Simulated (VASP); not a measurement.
# MgB2 (P6/mmm) in VASP: a series of runs

The runs below take MgB2 through electric field gradients, with LDA, r2SCAN.

All numbers are computed with VASP 6.6.1; they aren't measurements. Logs are shortened: lines on timing, memory, paths and dates and some standing lists are left out, and cuts for length are marked.

### 1 The cell of the first run

The structure is hexagonal, space group P6/mmm (No. 191). The conventional cell has a = 3.085 Å, b = 3.085 Å, c = 3.523 Å, α = 90.00°, β = 90.00°, γ = 120.00°. Within 3.3 Å of Mg (site symmetry 6/mmm) lie 12 B at 2.51 Å and 6 Mg at 3.08 to 3.09 Å. B (site symmetry -6m2) has 3 B at 1.78 Å within 2.4 Å.

### 2 Electric field gradients, LDA

File INCAR:

```
SYSTEM = MgB2
PREC = Accurate ; ENCUT = 520
EDIFF = 1E-8 ; ISMEAR = -1
SIGMA = 0.05 ; LREAL = .False.
LASPH = .True. ; NELM = 80
ALGO = Normal ; ISIF = 2
LWAVE = .False. ; LCHARG = .False.
LEFG = .True. ; NBANDS = 11
```

File KPOINTS:

```
Automatic mesh
0
Gamma
  17 17 13
  0 0 0
```

File POSCAR:

```
MgB2
1.0
    3.0850000000      0.0000000000      0.0000000000
   -1.5425000000      2.6716883707      0.0000000000
    0.0000000000      0.0000000000      3.5230000000
Mg B
1 2
Direct
    0.0000000000      0.0000000000      0.0000000000
    0.3333333333      0.6666666667      0.5000000000
    0.6666666667      0.3333333333      0.5000000000
```

Potentials or basis: VASP PAW LDA potentials, release 64 (Mg, B).

The run is started by

```bash
> cat potpaw_LDA.64/Mg/POTCAR potpaw_LDA.64/B/POTCAR > POTCAR
> mpirun -np 1 vasp_std > vasp.out
```

OUTCAR:

```text
SYSTEM = MgB2
   PREC = Accurate
   ENCUT = 520
   EDIFF = 1E-8
   ISMEAR = -1
   LREAL = .False.
   LASPH = .True.
   NELM = 80
   ISIF = 2

 ion  position               nearest neighbor table
   1  0.000  0.000  0.000-   2 2.51   3 2.51   2 2.51   3 2.51   3 2.51   3 2.51   2 2.51   2 2.51
                             3 2.51   3 2.51   2 2.51   2 2.51
   2  0.333  0.667  0.500-   3 1.78   3 1.78   3 1.78   1 2.51   1 2.51   1 2.51   1 2.51   1 2.51
                             1 2.51
   3  0.667  0.333  0.500-   2 1.78   2 1.78   2 1.78   1 2.51   1 2.51   1 2.51   1 2.51   1 2.51
                             1 2.51

  LATTYP: Found a hexagonal cell.
 ALAT       =     3.0850000000
 C/A-ratio  =     1.1419773096

  Lattice vectors:

 A1 = (   3.0850000000,   0.0000000000,   0.0000000000)
 A2 = (  -1.5425000000,   2.6716883707,   0.0000000000)
 A3 = (   0.0000000000,   0.0000000000,   3.5230000000)

Analysis of symmetry for initial positions (statically):
=====================================================================
 Subroutine PRICEL returns:
 Original cell was already a primitive cell.

 Routine SETGRP: Setting up the symmetry group for a
 hexagonal supercell.

 Subroutine GETGRP returns: Found 24 space group operations
 (whereof 24 operations were pure point group operations)
 out of a pool of 24 trial point group operations.

The static configuration has the point symmetry D_6h.

Analysis of symmetry for dynamics (positions and initial velocities):
=====================================================================
 Subroutine PRICEL returns:
 Original cell was already a primitive cell.

 Routine SETGRP: Setting up the symmetry group for a
 hexagonal supercell.

 Subroutine GETGRP returns: Found 24 space group operations
 (whereof 24 operations were pure point group operations)
 out of a pool of 24 trial point group operations.

The dynamic configuration has the point symmetry D_6h.

 Subroutine INISYM returns: Found 24 space group operations
 (whereof 24 operations are pure point group operations),
 and found     1 'primitive' translations

----------------------------------------------------------------------------------------

                                     Primitive cell

  volume of cell :      29.0371

[... 145 lines left out ...]
 k-point     1 :       0.0000    0.0000    0.0000
  band No.  band energies     occupation
      1      -7.0779      2.00000
      2       2.2849      2.00000
      3       5.5618      0.00090
      4       5.5618      0.00090
      5       6.8616      0.00000
      6      11.4746      0.00000
      7      11.4746      0.00000
      8      13.4282      0.00000
      9      15.0253      0.00000
     10      17.7317      0.00000
     11      21.2165      0.00000
[... 309 lines left out ...]
 k-point    24 :       0.1765    0.1765    0.0000
  band No.  band energies     occupation
      1      -5.4843      2.00000
      2       1.4338      2.00000
      3       2.4328      2.00000
      4       3.8245      2.00000
      5       8.4337      0.00000
      6      11.0635      0.00000
      7      12.3082      0.00000
      8      12.6718      0.00000
      9      15.9729      0.00000
     10      16.7285      0.00000
     11      18.4270      0.00000

 [... further k-points ...]

------------------------ aborting loop because EDIFF is reached ----------------------------------------

  FORCE on cell =-STRESS in cart. coord.  units (eV):
  Direction    XX          YY          ZZ          XY          YZ          ZX
  --------------------------------------------------------------------------------------
  -------------------------------------------------------------------------------------
  Total       -1.6131239     -1.6131239     -1.2272285      0.0000000      0.0000000      0.0000000
  in kB      -89.0071085    -89.0071085    -67.7146108      0.0000000      0.0000000      0.0000000
  external PRESSURE =     -81.9096093 kB  Pullay stress =       0.0000000 kB

 VOLUME and BASIS-vectors are now :
 -----------------------------------------------------------------------------
  energy-cutoff  :      520.00
  volume of cell :       29.04
      direct lattice vectors                 reciprocal lattice vectors
     3.085000000  0.000000000  0.000000000     0.324149109  0.187147575  0.000000000
    -1.542500000  2.671688371  0.000000000     0.000000000  0.374295150  0.000000000
     0.000000000  0.000000000  3.523000000     0.000000000  0.000000000  0.283848992

 POSITION                                       TOTAL-FORCE (eV/Angst)
 -----------------------------------------------------------------------------------
      0.00000      0.00000      0.00000         0.000000      0.000000      0.000000
     -0.00000      1.78113      1.76150         0.000000     -0.000000      0.000000
      1.54250      0.89056      1.76150        -0.000000      0.000000     -0.000000
 -----------------------------------------------------------------------------------
    total drift:                                0.000000     -0.000000      0.000000

  FREE ENERGIE OF THE ION-ELECTRON SYSTEM (eV)
  ---------------------------------------------------
  free  energy   TOTEN  =       -17.2500764761 eV

  energy  without entropy=      -17.2444242262  energy(sigma->0) =      -17.24725035

 Electric field gradients (V/A^2)
---------------------------------------------------------------------
 ion       V_xx      V_yy      V_zz      V_xy      V_xz      V_yz
---------------------------------------------------------------------
   1       0.283     0.283    -0.566    -0.000     0.000    -0.000
   2      -9.835    -9.835    19.669     0.000     0.000     0.000
   3      -9.835    -9.835    19.669     0.000     0.000     0.000
---------------------------------------------------------------------

 Electric field gradients after diagonalization (V/A^2)
 (convention: |V_zz| > |V_xx| > |V_yy|)
----------------------------------------------------------------------
 ion       V_xx      V_yy      V_zz     asymmetry (V_yy - V_xx)/ V_zz
----------------------------------------------------------------------
   1       0.283     0.283    -0.566       0.000
   2      -9.835    -9.835    19.669       0.000
   3      -9.835    -9.835    19.669       0.000
----------------------------------------------------------------------

           NMR quadrupolar parameters

 Cq : quadrupolar parameter    Cq=e*Q*V_zz/h
 eta: asymmetry parameters     (V_yy - V_xx)/ V_zz
 Q  : nuclear electric quadrupole moment in mb (millibarn)
----------------------------------------------------------------------
 ion       Cq(MHz)       eta       Q (mb)
----------------------------------------------------------------------
   1      -0.001       0.000       1.000
   2       0.048       0.000       1.000
   3       0.048       0.000       1.000
----------------------------------------------------------------------
```

OSZICAR:

```text
N       E                     dE             d eps       ncg     rms          rms(c)
DAV:   1     0.208261082872E+01    0.20826E+01   -0.38407E+03  5514   0.611E+02
DAV:   2    -0.185315774731E+02   -0.20614E+02   -0.19366E+02  6669   0.108E+02
DAV:   3    -0.190860177159E+02   -0.55444E+00   -0.55193E+00  6607   0.142E+01
DAV:   4    -0.190874178081E+02   -0.14001E-02   -0.14000E-02  5855   0.734E-01
DAV:   5    -0.190874218250E+02   -0.40169E-05   -0.40165E-05  6297   0.426E-02    0.516E+00
DAV:   6    -0.175148369801E+02    0.15726E+01   -0.20386E+00  5834   0.652E+00    0.231E+00
DAV:   7    -0.172594272361E+02    0.25541E+00   -0.10503E+00  6015   0.466E+00    0.675E-01
DAV:   8    -0.172599879151E+02   -0.56068E-03   -0.12245E-01  5724   0.183E+00    0.400E-01
DAV:   9    -0.172502370679E+02    0.97508E-02   -0.21880E-02  5714   0.663E-01    0.674E-02
DAV:  10    -0.172500807886E+02    0.15628E-03   -0.13342E-03  6285   0.200E-01    0.198E-02
DAV:  11    -0.172500775352E+02    0.32534E-05   -0.36233E-05  5688   0.373E-02    0.426E-03
DAV:  12    -0.172500765730E+02    0.96226E-06   -0.55272E-06  5904   0.104E-02    0.155E-03
DAV:  13    -0.172500764778E+02    0.95134E-07   -0.27205E-07  5780   0.292E-03    0.264E-04
DAV:  14    -0.172500764761E+02    0.17566E-08   -0.13164E-08  4920   0.703E-04
   1 F= -.17250076E+02 E0= -.17247250E+02  d E =-.565225E-02
```

Run time: 52 s. Hardware: 1 thread of Intel Xeon Platinum 8559C (Emerald Rapids), shared host; peak memory 0.19 GiB.

What came out:

```
Free energy                             : -17.2501 eV
Pressure                                : -8.2 GPa
Band gap on the k mesh                  : zero (bands 4 and 5 overlap by 3.08 eV)
Largest electric field gradient by atom : Mg -0.6; B +19.7 V/Å²
```

Stress tensor (GPa, compression positive):
```
-8.90  0.00  0.00
 0.00 -8.90  0.00
 0.00  0.00 -6.77
```

Electric field gradients, principal values (V/Å²):
```csv
atom,least,middle,greatest (by size)
1 Mg,0.283,0.283,-0.566
2 B,-9.835,-9.835,19.669
3 B,-9.835,-9.835,19.669
```

Caveat: the cell stands under tension; without QUAD_EFG the Cq values of the log hold for a quadrupole moment of 1 mb, not for the nuclei.

### 3 Electric field gradients, r2SCAN

POSCAR is that of step 2.

File INCAR.step1:

```
SYSTEM = MgB2
PREC = Accurate ; ENCUT = 520
ISMEAR = -1 ; SIGMA = 0.05
LREAL = .FALSE. ; LASPH = .TRUE.
NELM = 60 ; NBANDS = 11
GGA = PE ; ALGO = Normal
EDIFF = 1E-4 ; LWAVE = .TRUE.
LCHARG = .FALSE.
```

File INCAR.step2:

```
SYSTEM = MgB2
PREC = Accurate ; ENCUT = 520
EDIFF = 1E-8 ; ISMEAR = -1
SIGMA = 0.05 ; LREAL = .FALSE.
LASPH = .TRUE. ; NELM = 60
ALGO = Normal ; ISIF = 2
LWAVE = .FALSE. ; LCHARG = .FALSE.
METAGGA = R2SCAN ; LMIXTAU = .TRUE.
LEFG = .TRUE. ; NBANDS = 11
ISTART = 1
```

File KPOINTS:

```
Automatic mesh
0
G
  17 17 13
  0 0 0
```

Potentials or basis: VASP PAW PBE potentials, release 64 (Mg, B).

The run is started by

```bash
> cat potpaw_PBE.64/Mg/POTCAR potpaw_PBE.64/B/POTCAR > POTCAR
> cp INCAR.step1 INCAR
> mpirun -np 1 vasp_std > vasp.out
> cp INCAR.step2 INCAR
> mpirun -np 1 vasp_std > vasp.out
```

OUTCAR:

```text
SYSTEM = MgB2
   PREC = Accurate
   ENCUT = 520
   EDIFF = 1E-8
   ISMEAR = -1
   LREAL = .FALSE.
   LASPH = .TRUE.
   NELM = 60
   ISIF = 2
   METAGGA = R2SCAN
   ISTART = 1

 ion  position               nearest neighbor table
   1  0.000  0.000  0.000-   2 2.51   3 2.51   2 2.51   3 2.51   3 2.51   3 2.51   2 2.51   2 2.51
                             3 2.51   3 2.51   2 2.51   2 2.51
   2  0.333  0.667  0.500-   3 1.78   3 1.78   3 1.78   1 2.51   1 2.51   1 2.51   1 2.51   1 2.51
                             1 2.51
   3  0.667  0.333  0.500-   2 1.78   2 1.78   2 1.78   1 2.51   1 2.51   1 2.51   1 2.51   1 2.51
                             1 2.51

  LATTYP: Found a hexagonal cell.
 ALAT       =     3.0850000000
 C/A-ratio  =     1.1419773096

  Lattice vectors:

 A1 = (   3.0850000000,   0.0000000000,   0.0000000000)
 A2 = (  -1.5425000000,   2.6716883707,   0.0000000000)
 A3 = (   0.0000000000,   0.0000000000,   3.5230000000)

Analysis of symmetry for initial positions (statically):
=====================================================================
 Subroutine PRICEL returns:
 Original cell was already a primitive cell.

 Routine SETGRP: Setting up the symmetry group for a
 hexagonal supercell.

 Subroutine GETGRP returns: Found 24 space group operations
 (whereof 24 operations were pure point group operations)
 out of a pool of 24 trial point group operations.

The static configuration has the point symmetry D_6h.

Analysis of symmetry for dynamics (positions and initial velocities):
=====================================================================
 Subroutine PRICEL returns:
 Original cell was already a primitive cell.

[... 498 lines left out ...]
     11      19.6886      0.00000

 [... further k-points ...]

------------------------ aborting loop because EDIFF is reached ----------------------------------------

  FORCE on cell =-STRESS in cart. coord.  units (eV):
  Direction    XX          YY          ZZ          XY          YZ          ZX
  --------------------------------------------------------------------------------------
  -------------------------------------------------------------------------------------
  Total       -0.5657242     -0.5657242     -0.3117624      0.0000000     -0.0000000      0.0000000
  in kB      -31.2148841    -31.2148841    -17.2020695      0.0000000     -0.0000000      0.0000000
  external PRESSURE =     -26.5439459 kB  Pullay stress =       0.0000000 kB

 VOLUME and BASIS-vectors are now :
 -----------------------------------------------------------------------------
  energy-cutoff  :      520.00
  volume of cell :       29.04
      direct lattice vectors                 reciprocal lattice vectors
     3.085000000  0.000000000  0.000000000     0.324149109  0.187147575  0.000000000
    -1.542500000  2.671688371  0.000000000     0.000000000  0.374295150  0.000000000
     0.000000000  0.000000000  3.523000000     0.000000000  0.000000000  0.283848992

 POSITION                                       TOTAL-FORCE (eV/Angst)
 -----------------------------------------------------------------------------------
      0.00000      0.00000      0.00000         0.000000      0.000000      0.000000
     -0.00000      1.78113      1.76150        -0.000000     -0.000000     -0.000000
      1.54250      0.89056      1.76150         0.000000      0.000000      0.000000
 -----------------------------------------------------------------------------------
    total drift:                                0.000000     -0.000000      0.000000

  FREE ENERGIE OF THE ION-ELECTRON SYSTEM (eV)
  ---------------------------------------------------
  free  energy   TOTEN  =       -19.4029524079 eV

  energy  without entropy=      -19.3973687785  energy(sigma->0) =      -19.40016059

 Electric field gradients (V/A^2)
---------------------------------------------------------------------
 ion       V_xx      V_yy      V_zz      V_xy      V_xz      V_yz
---------------------------------------------------------------------
   1       0.066     0.066    -0.131    -0.000    -0.000     0.000
   2      -9.469    -9.469    18.937    -0.000     0.000    -0.000
   3      -9.469    -9.469    18.937    -0.000     0.000    -0.000
---------------------------------------------------------------------

 Electric field gradients after diagonalization (V/A^2)
 (convention: |V_zz| > |V_xx| > |V_yy|)
----------------------------------------------------------------------
 ion       V_xx      V_yy      V_zz     asymmetry (V_yy - V_xx)/ V_zz
----------------------------------------------------------------------
   1       0.066     0.066    -0.131       0.000
   2      -9.469    -9.469    18.937       0.000
   3      -9.469    -9.469    18.937       0.000
----------------------------------------------------------------------

           NMR quadrupolar parameters

 Cq : quadrupolar parameter    Cq=e*Q*V_zz/h
 eta: asymmetry parameters     (V_yy - V_xx)/ V_zz
 Q  : nuclear electric quadrupole moment in mb (millibarn)
----------------------------------------------------------------------
 ion       Cq(MHz)       eta       Q (mb)
----------------------------------------------------------------------
   1      -0.000       0.000       1.000
   2       0.046       0.000       1.000
   3       0.046       0.000       1.000
----------------------------------------------------------------------
```

OUTCAR.step1:

```text
SYSTEM = MgB2
   PREC = Accurate
   ENCUT = 520
   ISMEAR = -1
   LREAL = .FALSE.
   LASPH = .TRUE.
   NELM = 60
[... 563 lines left out ...]
      0.00000      0.00000      0.00000        -0.000000      0.000000      0.000000
     -0.00000      1.78113      1.76150        -0.000000      0.000000      0.000000
      1.54250      0.89056      1.76150         0.000000     -0.000000     -0.000000
 -----------------------------------------------------------------------------------
    total drift:                                0.000000     -0.000000      0.000000

  FREE ENERGIE OF THE ION-ELECTRON SYSTEM (eV)
  ---------------------------------------------------
  free  energy   TOTEN  =       -15.3255794494 eV

  energy  without entropy=      -15.3199454072  energy(sigma->0) =      -15.32276243
```

OSZICAR.step1:

```text
N       E                     dE             d eps       ncg     rms          rms(c)
DAV:   1     0.411282758702E+01    0.41128E+01   -0.38239E+03  5538   0.612E+02
DAV:   2    -0.164469622098E+02   -0.20560E+02   -0.19316E+02  6748   0.107E+02
DAV:   3    -0.169979334029E+02   -0.55097E+00   -0.54813E+00  6583   0.142E+01
DAV:   4    -0.169994057559E+02   -0.14724E-02   -0.14723E-02  5826   0.769E-01
DAV:   5    -0.169994114584E+02   -0.57025E-05   -0.57024E-05  6300   0.518E-02    0.522E+00
DAV:   6    -0.155727264596E+02    0.14267E+01   -0.17749E+00  5834   0.617E+00    0.250E+00
DAV:   7    -0.153316581029E+02    0.24107E+00   -0.97397E-01  6025   0.454E+00    0.766E-01
DAV:   8    -0.153356482259E+02   -0.39901E-02   -0.11303E-01  5728   0.179E+00    0.410E-01
DAV:   9    -0.153257186872E+02    0.99295E-02   -0.22859E-02  5673   0.691E-01    0.727E-02
DAV:  10    -0.153255864106E+02    0.13228E-03   -0.15013E-03  6265   0.214E-01    0.251E-02
DAV:  11    -0.153255794494E+02    0.69612E-05   -0.60097E-05  3064   0.487E-02
   1 F= -.15325579E+02 E0= -.15322762E+02  d E =-.563404E-02
```

It took 2.6 min on 1 thread of Intel Xeon Platinum 8559C (Emerald Rapids), shared host; peak memory 0.2 GiB.

Results:

* Free energy: -19.4030 eV
* Pressure: -2.7 GPa
* Band gap on the k mesh: zero (bands 4 and 5 overlap by 3.23 eV)
* Largest electric field gradient by atom: Mg -0.1; B +18.9 V/Å²

Electric field gradients, principal values (V/Å²):
```
atom   least  middle  greatest (by size)
1 Mg   0.066   0.066              -0.131
 2 B  -9.469  -9.469              18.937
 3 B  -9.469  -9.469              18.937
```

Caveat: without QUAD_EFG the Cq values of the log hold for a quadrupole moment of 1 mb, not for the nuclei; the PAW data sets were made with another functional, which shifts forces and pressure a little.
